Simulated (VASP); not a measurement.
# Sn (Fd-3m) in VASP: notebook

The runs below take Sn through single point, with r2SCAN.

Program: VASP 6.6.1. These are calculated values, not measurements. Logs are shortened: lines on timing, memory, paths and dates and some standing lists are left out, and cuts for length are marked.

### Step 1. The cell of the first run

The structure is cubic, space group Fd-3m (No. 227). The conventional cell has a = 6.566 Å, b = 6.566 Å, c = 6.566 Å, α = 90.00°, β = 90.00°, γ = 90.00°. Sn (site symmetry -43m) has 4 Sn at 2.84 Å within 3.7 Å.

This isn't the form of Sn at room conditions, which is tetragonal (white tin).

### Step 2. Single point, r2SCAN

The input, POSCAR:

```
Sn
1.0
    0.0000000000      3.2831000385      3.2831000385
    3.2831000385      0.0000000000      3.2831000385
    3.2831000385      3.2831000385      0.0000000000
Sn
2
Direct
    0.5000000000      0.5000000000      0.5000000000
    0.7500000000      0.7500000000      0.7500000000
```

The input, INCAR.step1:

```
SYSTEM = Sn
PREC = Accurate
ENCUT = 520
ISMEAR = 0
SIGMA = 0.15
LREAL = .FALSE.
LASPH = .TRUE.
NELM = 60
NBANDS = 21
GGA = PE
ALGO = Normal
EDIFF = 1E-4
LWAVE = .TRUE.
LCHARG = .FALSE.
```

The input, INCAR.step2:

```
SYSTEM = Sn
PREC = Accurate
ENCUT = 520
EDIFF = 1E-6
ISMEAR = 0
SIGMA = 0.15
LREAL = .FALSE.
LASPH = .TRUE.
NELM = 60
ALGO = Normal
ISIF = 2
LWAVE = .FALSE.
LCHARG = .FALSE.
METAGGA = R2SCAN
LMIXTAU = .TRUE.
NBANDS = 21
ISTART = 1
```

The input, KPOINTS:

```
regular mesh
0
G
  10 10 10
  0 0 0
```

Potentials or basis: VASP PAW PBE potentials, release 64 (Sn_d).

Launch:

```console
cat potpaw_PBE.64/Sn_d/POTCAR > POTCAR
cp INCAR.step1 INCAR
mpirun -np 1 vasp_std > vasp.out
cp INCAR.step2 INCAR
mpirun -np 1 vasp_std > vasp.out
```

OUTCAR:

```text
SYSTEM = Sn
   PREC = Accurate
   ENCUT = 520
   EDIFF = 1E-6
   ISMEAR = 0
   LREAL = .FALSE.
   LASPH = .TRUE.
   NELM = 60
   ISIF = 2
   METAGGA = R2SCAN
   ISTART = 1

 ion  position               nearest neighbor table
   1  0.500  0.500  0.500-   2 2.84   2 2.84   2 2.84   2 2.84
   2  0.750  0.750  0.750-   1 2.84   1 2.84   1 2.84   1 2.84

  LATTYP: Found a face centered cubic cell.
 ALAT       =     6.5662000770

  Lattice vectors:

 A1 = (   0.0000000000,   3.2831000385,   3.2831000385)
 A2 = (   3.2831000385,   0.0000000000,   3.2831000385)
 A3 = (   3.2831000385,   3.2831000385,   0.0000000000)

Analysis of symmetry for initial positions (statically):
=====================================================================
 Subroutine PRICEL returns:
 Original cell was already a primitive cell.

 Routine SETGRP: Setting up the symmetry group for a
 face centered cubic supercell.

 Subroutine GETGRP returns: Found 48 space group operations
 (whereof 24 operations were pure point group operations)
 out of a pool of 48 trial point group operations.

The static configuration has the point symmetry T_d .
 The point group associated with its full space group is O_h .

Analysis of symmetry for dynamics (positions and initial velocities):
=====================================================================
 Subroutine PRICEL returns:
 Original cell was already a primitive cell.

 Routine SETGRP: Setting up the symmetry group for a
 face centered cubic supercell.

 Subroutine GETGRP returns: Found 48 space group operations
 (whereof 24 operations were pure point group operations)
 out of a pool of 48 trial point group operations.

The dynamic configuration has the point symmetry T_d .
 The point group associated with its full space group is O_h .

 Subroutine INISYM returns: Found 48 space group operations
 (whereof 24 operations are pure point group operations),
 and found     1 'primitive' translations

----------------------------------------------------------------------------------------

                                     Primitive cell

  volume of cell :      70.7754

  direct lattice vectors                    reciprocal lattice vectors
     0.000000000  3.283100039  3.283100039    -0.152295085  0.152295085  0.152295085
     3.283100039  0.000000000  3.283100039     0.152295085 -0.152295085  0.152295085
     3.283100039  3.283100039  0.000000000     0.152295085  0.152295085 -0.152295085

  length of vectors
     4.643004601  4.643004601  4.643004601     0.263782825  0.263782825  0.263782825

  position of ions in fractional coordinates (direct lattice)
     0.500000000  0.500000000  0.500000000
     0.750000000  0.750000000  0.750000000

  ion indices of the primitive-cell ions
   primitive index   ion index
                 1           1
                 2           2

----------------------------------------------------------------------------------------

 KPOINTS: regular mesh

Automatic generation of k-mesh.
 Grid dimensions read from file:
 generate k-points for:   10   10   10

 Generating k-lattice:

  Cartesian coordinates                     Fractional coordinates (reciprocal lattice)
    -0.015229509  0.015229509  0.015229509     0.100000000  0.000000000  0.000000000
     0.015229509 -0.015229509  0.015229509     0.000000000  0.100000000  0.000000000
     0.015229509  0.015229509 -0.015229509     0.000000000  0.000000000  0.100000000

  Length of vectors
     0.026378283  0.026378283  0.026378283

  Shift w.r.t. Gamma in fractional coordinates (k-lattice)
     0.000000000  0.000000000  0.000000000

 Subroutine IBZKPT returns following result:
 ===========================================

 Found     47 irreducible k-points:

 Following reciprocal coordinates:
            Coordinates               Weight
  0.000000  0.000000  0.000000      1.000000
  0.100000  0.000000  0.000000      8.000000
  0.200000  0.000000  0.000000      8.000000
  0.300000  0.000000  0.000000      8.000000
  0.400000  0.000000  0.000000      8.000000
  0.500000  0.000000  0.000000      4.000000
[... 16 lines left out ...]
  0.300000  0.300000  0.000000      6.000000
  0.400000  0.300000  0.000000     24.000000
 [... further k-points ...]
   k-points           NKPTS =     47   k-points in BZ     NKDIM =     47   number of bands    NBANDS=     21
   number of dos      NEDOS =    301   number of ions     NIONS =      2
   total plane-waves  NPLWV =  46656
   dimension x,y,z NGX =    36 NGY =   36 NGZ =   36
   dimension x,y,z NGXF=    72 NGYF=   72 NGZF=   72
   ions per type =               2
   NGX,Y,Z   is equivalent  to a cutoff of  12.89, 12.89, 12.89 a.u.
   NGXF,Y,Z  is equivalent  to a cutoff of  25.78, 25.78, 25.78 a.u.
 SYSTEM =  Sn
   PREC   = accura    normal or accurate (medium, high low for compatibility)
   ISTART =      1    job   : 0-new  1-cont  2-samecut
   ICHARG =      0    charge: 1-file 2-atom 10-const
   ISPIN  =      1    spin polarized calculation?
   LNONCOLLINEAR =      F non collinear calculations
   LSORBIT =      F    spin-orbit coupling
   LASPH  =      T    aspherical Exc in radial PAW
   ENCUT  =  520.0 eV  38.22 Ry    6.18 a.u.   8.63  8.63  8.63*2*pi/ulx,y,z
   NELM   =     60;   NELMIN=  2; NELMDL=  0     # of ELM steps
   EDIFF  = 0.1E-05   stopping-criterion for ELM
   LREAL  =      F    real-space projection
   EDIFFG = 0.1E-04   stopping-criterion for IOM
   NSW    =      0    number of steps for IOM
   IBRION =     -1    ionic relax: 0-MD 1-quasi-New 2-CG
   NFREE  =      0    steps in history (QN), initial steepest desc. (CG)
   ISIF   =      2    stress and relaxation
   ISYM   =      2    0-nonsym 1-usesym 2-fastsym
   POTIM  = 0.5000    time-step for ionic-motion
   TEBEG  =    0.0;   TEEND  =   0.0 temperature during run
   PSTRESS=    0.0 pullay stress
   NELECT =      28.0000    total number of electrons
   NUPDOWN=      -1.0000    fix difference up-down
   EMIN   =  10.00;   EMAX   =-10.00  energy-range for DOS
   EFERMI =   0.00;   METHOD = LEGACY
   ISMEAR =     0;   SIGMA  =   0.15  broadening in eV -4-tet -1-fermi 0-gaus
   EFERMI_NEDOS =   21; number of points for ismear=-14 and -15
   IALGO  =     38    algorithm
   IMIX   =      4    mixing-type and parameters
     AMIX     =   0.40;   BMIX     =  1.00
     AMIX_MAG =   1.60;   BMIX_MAG =  1.00
  volume/ion in A,a.u.               =      35.39       238.81
  Fermi-wavevector in a.u.,A,eV,Ry     =   1.201803  2.271079 19.651319  1.444331
  Thomas-Fermi vector in A             =   2.337602
   LORBIT       =      0    0 simple, 1 ext, 2 COOP (PROOUT), +10 PAW based schemes
   METAGGA = R2SCAN    functional components
   LHFCALC =     F    Hartree Fock is set to
   AEXX    =    0.0000 exact exchange contribution
   IVDW    =     0    specifies the selected vdW correction
   LEPSILON=     F    determine dielectric tensor
   LRPA    =     F    only Hartree local field effects (RPA)
 non-spin polarized calculation
 Gauss-broadening in eV      SIGMA  =   0.15
  energy-cutoff  :      520.00
  volume of cell :       70.78
 maximum number of plane-waves:      1924
   NGX = 17   NGY = 17   NGZ = 17

 number of electron      27.9999984 magnetization

 Free energy of the ion-electron system (eV)
  ---------------------------------------------------
  ext. energy  EPLUGINS =         0.00000000
  ---------------------------------------------------
  free energy    TOTEN  =       -49.49416383 eV

  energy without entropy =      -49.49286203  energy(sigma->0) =      -49.49351293

 E-fermi :   5.1985     XC(G=0):  -9.4263

 val. band max:        5.0199814463   @ k =   0.1000   0.0000   0.0000
 cond. band min:       5.2141380294   @ k =   0.0000   0.0000   0.0000
 fundamental gap:      0.1941565831
 Fermi energy:         5.1985038925

 k-point     1 :       0.0000    0.0000    0.0000
  band No.  band energies     occupation
      1     -17.1263      2.00000
      2     -17.1263      2.00000
      3     -17.1263      2.00000
      4     -17.0646      2.00000
      5     -17.0646      2.00000
      6     -16.7694      2.00000
[... 13 lines left out ...]
     20      13.3890      0.00000
     21      13.3890      0.00000

 k-point     2 :       0.1000    0.0000    0.0000
  band No.  band energies     occupation
      1     -17.1335      2.00000
      2     -17.1335      2.00000
      3     -17.1240      2.00000
      4     -17.0545      2.00000
      5     -17.0545      2.00000
      6     -16.7829      2.00000
[... 13 lines left out ...]
     20      12.7333      0.00000
     21      12.7333      0.00000

 k-point     3 :       0.2000    0.0000    0.0000
  band No.  band energies     occupation
      1     -17.1458      2.00000
      2     -17.1458      2.00000
      3     -17.1178      2.00000
      4     -17.0353      2.00000
      5     -17.0353      2.00000
      6     -16.8003      2.00000
[... 13 lines left out ...]
     20      12.3280      0.00000
     21      12.3280      0.00000

 k-point     4 :       0.3000    0.0000    0.0000
  band No.  band energies     occupation
      1     -17.1551      2.00000
      2     -17.1551      2.00000
      3     -17.1098      2.00000
      4     -17.0184      2.00000
      5     -17.0184      2.00000
      6     -16.8131      2.00000
[... 13 lines left out ...]
     20      12.5828      0.00000
     21      12.5828      0.00000

 k-point     5 :       0.4000    0.0000    0.0000
  band No.  band energies     occupation
      1     -17.1601      2.00000
      2     -17.1601      2.00000
      3     -17.1031      2.00000
      4     -17.0086      2.00000
      5     -17.0086      2.00000
      6     -16.8196      2.00000
[... 13 lines left out ...]
     20      13.4712      0.00000
     21      13.4712      0.00000
[... 382 lines left out ...]
     20      12.9978      0.00000
     21      14.4965      0.00000

 k-point    22 :      -0.2000    0.2000    0.0000
  band No.  band energies     occupation
      1     -17.1679      2.00000
      2     -17.1660      2.00000
      3     -17.0876      2.00000
      4     -17.0195      2.00000
      5     -16.9895      2.00000
      6     -16.8471      2.00000
[... 13 lines left out ...]
     20      13.3211      0.00000
     21      13.8149      0.00000

 k-point    23 :       0.3000    0.3000    0.0000
  band No.  band energies     occupation
      1     -17.1608      2.00000
      2     -17.1608      2.00000
      3     -17.1194      2.00000
      4     -16.9992      2.00000
      5     -16.9439      2.00000
      6     -16.9239      2.00000
[... 13 lines left out ...]
     20      14.3788      0.00000
     21      14.4435      0.00000

 k-point    24 :       0.4000    0.3000    0.0000
  band No.  band energies     occupation
      1     -17.1742      2.00000
      2     -17.1675      2.00000
      3     -17.0968      2.00000
      4     -16.9783      2.00000
      5     -16.9489      2.00000
      6     -16.9198      2.00000
[... 13 lines left out ...]
     20      14.8068      0.00000
     21      14.9457      0.00000

 [... further k-points ...]
[... 5 lines left out ...]
  --------------------------------------------------------------------------------------
  -------------------------------------------------------------------------------------
  Total       -0.0081410     -0.0081410     -0.0081410     -0.0000000     -0.0000000     -0.0000000
  in kB       -0.1842908     -0.1842908     -0.1842908     -0.0000000     -0.0000000     -0.0000000
  external PRESSURE =      -0.1842908 kB  Pullay stress =       0.0000000 kB

 VOLUME and BASIS-vectors are now :
 -----------------------------------------------------------------------------
  energy-cutoff  :      520.00
  volume of cell :       70.78
      direct lattice vectors                 reciprocal lattice vectors
     0.000000000  3.283100039  3.283100039    -0.152295085  0.152295085  0.152295085
     3.283100039  0.000000000  3.283100039     0.152295085 -0.152295085  0.152295085
     3.283100039  3.283100039  0.000000000     0.152295085  0.152295085 -0.152295085

 POSITION                                       TOTAL-FORCE (eV/Angst)
 -----------------------------------------------------------------------------------
      3.28310      3.28310      3.28310         0.000000      0.000000     -0.000000
      4.92465      4.92465      4.92465        -0.000000     -0.000000      0.000000
 -----------------------------------------------------------------------------------
    total drift:                                0.000000      0.000000      0.000000

  FREE ENERGIE OF THE ION-ELECTRON SYSTEM (eV)
  ---------------------------------------------------
  free  energy   TOTEN  =       -49.4941638349 eV

  energy  without entropy=      -49.4928620343  energy(sigma->0) =      -49.49351293
```

Run time: 3.2 min. Hardware: 1 thread of AMD EPYC 7R13 (Zen 3), shared host; peak memory 0.21 GiB.

What came out:

| Item | Value |
| --- | --- |
| Free energy | -49.4942 eV |
| Pressure | 0.0 GPa |
| Band gap on the k mesh | zero (filled and empty bands touch) |

Caveat: the PAW data sets were made with another functional, which shifts forces and pressure a little; spin-orbit coupling is left out, which moves the levels of the heavy elements.

[end of part 1 of 2]
